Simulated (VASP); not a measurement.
# K2SiSb3 (R-3m) in VASP: a series of runs

The runs below take K2SiSb3 through single point, relaxation of cell and atoms, with PBE.

Everything below comes from runs of VASP 6.6.1. Logs are shortened: lines on timing, memory, paths and dates and some standing lists are left out, and cuts for length are marked.

## Step 1: The cell of the first run

Symmetry: R-3m, No. 166, trigonal system. Conventional cell: a = 6.540 Å, b = 6.540 Å, c = 14.363 Å, α = 90.00°, β = 90.00°, γ = 120.00°. K (site symmetry 3m) has 4 K at 3.47 to 4.00 Å and 9 Sb at 3.59 to 3.70 Å and 3 Si at 3.83 Å within 4.6 Å. Within 4.0 Å of Si (site symmetry -3m) lie 6 Sb at 3.05 Å and 6 K at 3.83 Å. Sb (site symmetry 2/m) has 2 Si at 3.05 Å and 4 Sb at 3.27 Å and 6 K at 3.59 to 3.70 Å within 4.0 Å.

## Step 2: Single point, PBE

INCAR

```
SYSTEM = K2SiSb3
PREC     = Accurate       ! precision mode
ENCUT    = 520            ! plane-wave cutoff, eV
EDIFF    = 1E-6           ! SCF threshold, eV
ISMEAR   = 0              ! smearing method
SIGMA    = 0.1            ! smearing width, eV
LREAL    = .FALSE.        ! projectors in reciprocal space
LASPH    = .TRUE.         ! aspherical terms in the spheres
NELM     = 100            ! most SCF steps
ALGO     = Normal         ! electronic algorithm
ISIF     = 2              ! what is computed and relaxed
LWAVE    = .FALSE.        ! write WAVECAR
LCHARG   = .FALSE.        ! write CHGCAR
GGA      = PE             ! functional
NBANDS   = 28             ! bands
```

KPOINTS

```
Automatic mesh
0
G
  3 3 3
  0 0 0
```

POSCAR

```
K2SiSb3
1.0
    3.2698116393      1.8878266302      4.7877717146
   -3.2698116393      1.8878266302      4.7877717146
    0.0000000000     -3.7756532603      4.7877717146
K Si Sb
2 1 3
Direct
    0.8791221733      0.8791221733      0.8791221733
    0.1208778267      0.1208778267      0.1208778267
    0.5000000000      0.5000000000      0.5000000000
    0.5000000000      0.0000000000      0.5000000000
    0.5000000000      0.5000000000      0.0000000000
    0.0000000000      0.5000000000      0.5000000000
```

Potentials or basis: VASP PAW PBE potentials, release 64 (K_sv, Si, Sb).

On the command line:

```sh
$ cat potpaw_PBE.64/K_sv/POTCAR potpaw_PBE.64/Si/POTCAR potpaw_PBE.64/Sb/POTCAR > POTCAR
$ mpirun -np 1 vasp_std > vasp.out
```

OUTCAR:

```text
SYSTEM = K2SiSb3
   PREC = Accurate
   ENCUT = 520
   EDIFF = 1E-6
   ISMEAR = 0
   LREAL = .FALSE.
   LASPH = .TRUE.
   NELM = 100
   ISIF = 2
   GGA = PE

 ion  position               nearest neighbor table
   1  0.879  0.879  0.879-   2 3.47   4 3.59   6 3.59   5 3.59   5 3.70   5 3.70   4 3.70   6 3.70
                             4 3.70   6 3.70
   2  0.121  0.121  0.121-   1 3.47   4 3.59   6 3.59   5 3.59   5 3.70   5 3.70   4 3.70   6 3.70
                             4 3.70   6 3.70
   3  0.500  0.500  0.500-   5 3.05   5 3.05   6 3.05   4 3.05   4 3.05   6 3.05
   4  0.500  0.000  0.500-   3 3.05   3 3.05   6 3.27   6 3.27   5 3.27   5 3.27   1 3.59   2 3.59
                             1 3.70   2 3.70   1 3.70   2 3.70
   5  0.500  0.500  0.000-   3 3.05   3 3.05   4 3.27   6 3.27   4 3.27   6 3.27   1 3.59   2 3.59
                             1 3.70   2 3.70   1 3.70   2 3.70
   6  0.000  0.500  0.500-   3 3.05   3 3.05   4 3.27   4 3.27   5 3.27   5 3.27   1 3.59   2 3.59
                             1 3.70   2 3.70   2 3.70   1 3.70

  LATTYP: Found a trigonal (rhomboedric) cell.
 ALAT       =     6.0974023595
 COS(alpha) =     0.4248438638

  Lattice vectors:

 A1 = (   3.2698116393,   1.8878266302,   4.7877717146)
 A2 = (  -3.2698116393,   1.8878266302,   4.7877717146)
 A3 = (   0.0000000000,  -3.7756532603,   4.7877717146)

Analysis of symmetry for initial positions (statically):
=====================================================================
 Subroutine PRICEL returns:
 Original cell was already a primitive cell.

 Routine SETGRP: Setting up the symmetry group for a
 trigonal (rhombohedral) supercell.

 Subroutine GETGRP returns: Found 12 space group operations
 (whereof 12 operations were pure point group operations)
 out of a pool of 12 trial point group operations.

The static configuration has the point symmetry D_3d.

Analysis of symmetry for dynamics (positions and initial velocities):
=====================================================================
 Subroutine PRICEL returns:
 Original cell was already a primitive cell.

 Routine SETGRP: Setting up the symmetry group for a
 trigonal (rhombohedral) supercell.

 Subroutine GETGRP returns: Found 12 space group operations
 (whereof 12 operations were pure point group operations)
 out of a pool of 12 trial point group operations.

The dynamic configuration has the point symmetry D_3d.

 Subroutine INISYM returns: Found 12 space group operations
 (whereof 12 operations are pure point group operations),
 and found     1 'primitive' translations

----------------------------------------------------------------------------------------

                                     Primitive cell

  volume of cell :     177.3248

  direct lattice vectors                    reciprocal lattice vectors
     3.269811639  1.887826630  4.787771715     0.152914007  0.088284943  0.069621810
    -3.269811639  1.887826630  4.787771715    -0.152914007  0.088284943  0.069621810
     0.000000000 -3.775653260  4.787771715     0.000000000 -0.176569886  0.069621810

  length of vectors
     6.097402359  6.097402359  6.097402359     0.189800214  0.189800214  0.189800214

  position of ions in fractional coordinates (direct lattice)
     0.879122173  0.879122173  0.879122173
     0.120877827  0.120877827  0.120877827
     0.500000000  0.500000000  0.500000000
     0.500000000  1.000000000  0.500000000
     0.500000000  0.500000000  0.000000000
     1.000000000  0.500000000  0.500000000

  ion indices of the primitive-cell ions
   primitive index   ion index
                 1           1
                 2           2
                 3           3
                 4           4
                 5           5
                 6           6

----------------------------------------------------------------------------------------

 KPOINTS: Automatic mesh

Automatic generation of k-mesh.
 Grid dimensions read from file:
 generate k-points for:    3    3    3

 Generating k-lattice:

  Cartesian coordinates                     Fractional coordinates (reciprocal lattice)
     0.050971336  0.029428314  0.023207270     0.333333333 -0.000000000  0.000000000
    -0.050971336  0.029428314  0.023207270    -0.000000000  0.333333333  0.000000000
     0.000000000 -0.058856629  0.023207270     0.000000000  0.000000000  0.333333333

  Length of vectors
     0.063266738  0.063266738  0.063266738

  Shift w.r.t. Gamma in fractional coordinates (k-lattice)
     0.000000000  0.000000000  0.000000000

 Subroutine IBZKPT returns following result:
 ===========================================

 Found      6 irreducible k-points:

 Following reciprocal coordinates:
            Coordinates               Weight
  0.000000  0.000000  0.000000      1.000000
  0.333333  0.000000  0.000000      6.000000
  0.333333  0.333333  0.000000      6.000000
 -0.333333  0.333333  0.000000      6.000000
  0.333333  0.333333  0.333333      2.000000
 -0.333333  0.333333  0.333333      6.000000
   k-points           NKPTS =      6   k-points in BZ     NKDIM =      6   number of bands    NBANDS=     28
   number of dos      NEDOS =    301   number of ions     NIONS =      6
   total plane-waves  NPLWV = 110592
   dimension x,y,z NGX =    48 NGY =   48 NGZ =   48
   dimension x,y,z NGXF=    96 NGYF=   96 NGZF=   96
   ions per type =               2   1   3
   NGX,Y,Z   is equivalent  to a cutoff of  13.09, 13.09, 13.09 a.u.
   NGXF,Y,Z  is equivalent  to a cutoff of  26.17, 26.17, 26.17 a.u.
 SYSTEM =  K2SiSb3
   PREC   = accura    normal or accurate (medium, high low for compatibility)
   ISTART =      0    job   : 0-new  1-cont  2-samecut
   ICHARG =      2    charge: 1-file 2-atom 10-const
   ISPIN  =      1    spin polarized calculation?
   LNONCOLLINEAR =      F non collinear calculations
   LSORBIT =      F    spin-orbit coupling
   LASPH  =      T    aspherical Exc in radial PAW
   ENCUT  =  520.0 eV  38.22 Ry    6.18 a.u.  11.34 11.34 11.34*2*pi/ulx,y,z
   NELM   =    100;   NELMIN=  2; NELMDL= -5     # of ELM steps
   EDIFF  = 0.1E-05   stopping-criterion for ELM
   LREAL  =      F    real-space projection
   EDIFFG = 0.1E-04   stopping-criterion for IOM
   NSW    =      0    number of steps for IOM
   IBRION =     -1    ionic relax: 0-MD 1-quasi-New 2-CG
   NFREE  =      0    steps in history (QN), initial steepest desc. (CG)
   ISIF   =      2    stress and relaxation
   ISYM   =      2    0-nonsym 1-usesym 2-fastsym
   POTIM  = 0.5000    time-step for ionic-motion
   TEBEG  =    0.0;   TEEND  =   0.0 temperature during run
   PSTRESS=    0.0 pullay stress
   NELECT =      37.0000    total number of electrons
   NUPDOWN=      -1.0000    fix difference up-down
   EMIN   =  10.00;   EMAX   =-10.00  energy-range for DOS
   EFERMI =   0.00;   METHOD = LEGACY
   ISMEAR =     0;   SIGMA  =   0.10  broadening in eV -4-tet -1-fermi 0-gaus
   EFERMI_NEDOS =   21; number of points for ismear=-14 and -15
   IALGO  =     38    algorithm
   IMIX   =      4    mixing-type and parameters
     AMIX     =   0.40;   BMIX     =  1.00
     AMIX_MAG =   1.60;   BMIX_MAG =  1.00
  volume/ion in A,a.u.               =      29.55       199.44
  Fermi-wavevector in a.u.,A,eV,Ry     =   0.970999  1.834923 12.828111  0.942840
  Thomas-Fermi vector in A             =   2.101180
   LORBIT       =      0    0 simple, 1 ext, 2 COOP (PROOUT), +10 PAW based schemes
   GGA     = PE    functional components
   LHFCALC =     F    Hartree Fock is set to
   AEXX    =    0.0000 exact exchange contribution
   IVDW    =     0    specifies the selected vdW correction
   LEPSILON=     F    determine dielectric tensor
   LRPA    =     F    only Hartree local field effects (RPA)
 non-spin polarized calculation
 Gauss-broadening in eV      SIGMA  =   0.10
  energy-cutoff  :      520.00
  volume of cell :      177.32
 maximum number of plane-waves:      4781
 NGX is ok and might be reduce to    48
   NGX = 23   NGY = 23   NGZ = 23

 number of electron      36.9999997 magnetization

 Free energy of the ion-electron system (eV)
  ---------------------------------------------------
  ext. energy  EPLUGINS =         0.00000000
  ---------------------------------------------------
  free energy    TOTEN  =       -20.67879341 eV

  energy without entropy =      -20.63600648  energy(sigma->0) =      -20.65739995

 E-fermi :   5.2348     XC(G=0):  -8.9693

 val. band max:        5.1901072695   @ k =   0.3333   0.0000   0.0000
 cond. band min:       5.2744898969   @ k =   0.3333   0.3333   0.0000
 fundamental gap:      0.0843826274
 Fermi energy:         5.2348222998

 k-point     1 :       0.0000    0.0000    0.0000
  band No.  band energies     occupation
      1     -26.0967      2.00000
      2     -26.0511      2.00000
      3      -9.7954      2.00000
      4      -9.6178      2.00000
      5      -9.6178      2.00000
      6      -9.5621      2.00000
[... 20 lines left out ...]
     27       9.7964      0.00000
     28       9.9951      0.00000

 k-point     2 :       0.3333    0.0000    0.0000
  band No.  band energies     occupation
      1     -26.0925      2.00000
      2     -26.0552      2.00000
      3      -9.8049      2.00000
      4      -9.6700      2.00000
      5      -9.6292      2.00000
      6      -9.5508      2.00000
[... 20 lines left out ...]
     27       9.7379      0.00000
     28       9.8919      0.00000

 k-point     3 :       0.3333    0.3333    0.0000
  band No.  band energies     occupation
      1     -26.0888      2.00000
      2     -26.0588      2.00000
      3      -9.8154      2.00000
      4      -9.6755      2.00000
      5      -9.6175      2.00000
      6      -9.5947      2.00000
[... 20 lines left out ...]
     27       8.8150      0.00000
     28       9.8405      0.00000

 k-point     4 :      -0.3333    0.3333    0.0000
  band No.  band energies     occupation
      1     -26.0880      2.00000
      2     -26.0596      2.00000
      3      -9.8205      2.00000
      4      -9.6853      2.00000
      5      -9.6243      2.00000
      6      -9.5831      2.00000
[... 20 lines left out ...]
     27       9.3114      0.00000
     28       9.7158      0.00000

 k-point     5 :       0.3333    0.3333    0.3333
  band No.  band energies     occupation
      1     -26.0862      2.00000
      2     -26.0614      2.00000
      3      -9.8323      2.00000
      4      -9.6573      2.00000
      5      -9.6573      2.00000
      6      -9.5334      2.00000
[... 20 lines left out ...]
     27       9.0807      0.00000
     28       9.0807      0.00000

 k-point     6 :      -0.3333    0.3333    0.3333
  band No.  band energies     occupation
      1     -26.0840      2.00000
      2     -26.0636      2.00000
      3      -9.8389      2.00000
      4      -9.6696      2.00000
      5      -9.6527      2.00000
      6      -9.5620      2.00000
[... 20 lines left out ...]
     27       9.4962      0.00000
     28       9.7825      0.00000

------------------------ aborting loop because EDIFF is reached ----------------------------------------

  FORCE on cell =-STRESS in cart. coord.  units (eV):
  Direction    XX          YY          ZZ          XY          YZ          ZX
  --------------------------------------------------------------------------------------
  -------------------------------------------------------------------------------------
  Total        0.0328262      0.0328262      0.1180690      0.0000000      0.0000000     -0.0000000
  in kB        0.2965936      0.2965936      1.0667850      0.0000000      0.0000000     -0.0000000
  external PRESSURE =       0.5533241 kB  Pullay stress =       0.0000000 kB

 VOLUME and BASIS-vectors are now :
 -----------------------------------------------------------------------------
  energy-cutoff  :      520.00
  volume of cell :      177.32
      direct lattice vectors                 reciprocal lattice vectors
     3.269811639  1.887826630  4.787771715     0.152914007  0.088284943  0.069621810
    -3.269811639  1.887826630  4.787771715    -0.152914007  0.088284943  0.069621810
     0.000000000 -3.775653260  4.787771715     0.000000000 -0.176569886  0.069621810

 POSITION                                       TOTAL-FORCE (eV/Angst)
 -----------------------------------------------------------------------------------
      0.00000      0.00000     12.62711         0.000000     -0.000000     -0.026569
      0.00000      0.00000      1.73621         0.000000      0.000000      0.026569
      0.00000      0.00000      7.18166         0.000000      0.000000      0.000000
      1.63491     -0.94391      4.78777        -0.000000     -0.000000      0.000000
      0.00000      1.88783      4.78777         0.000000      0.000000      0.000000
     -1.63491     -0.94391      4.78777        -0.000000     -0.000000      0.000000
 -----------------------------------------------------------------------------------
    total drift:                                0.000000      0.000000     -0.000000

  FREE ENERGIE OF THE ION-ELECTRON SYSTEM (eV)
  ---------------------------------------------------
  free  energy   TOTEN  =       -20.6787934117 eV

  energy  without entropy=      -20.6360064836  energy(sigma->0) =      -20.65739995
```

Run time: 33 s. Hardware: 1 thread of Intel Xeon Platinum 8375C at 2.90GHz (Ice Lake), shared host; peak memory 0.32 GiB.

What came out:

| Quantity | Value |
| --- | --- |
| Free energy | -20.6788 eV |
| Pressure | 0.1 GPa |
| Largest force | 0.027 eV/Å |

Forces in eV/Å, atoms in the order of the input:
```
K    0.000  0.000 -0.027
K    0.000  0.000  0.027
Si   0.000  0.000  0.000
Sb   0.000  0.000  0.000
Sb   0.000  0.000  0.000
Sb   0.000  0.000  0.000
```

Caveat: the k points lie up to 0.40 Å⁻¹ apart; spin-orbit coupling is left out, which moves the levels of the heavy elements.

(Continued in part 2 of 2.)
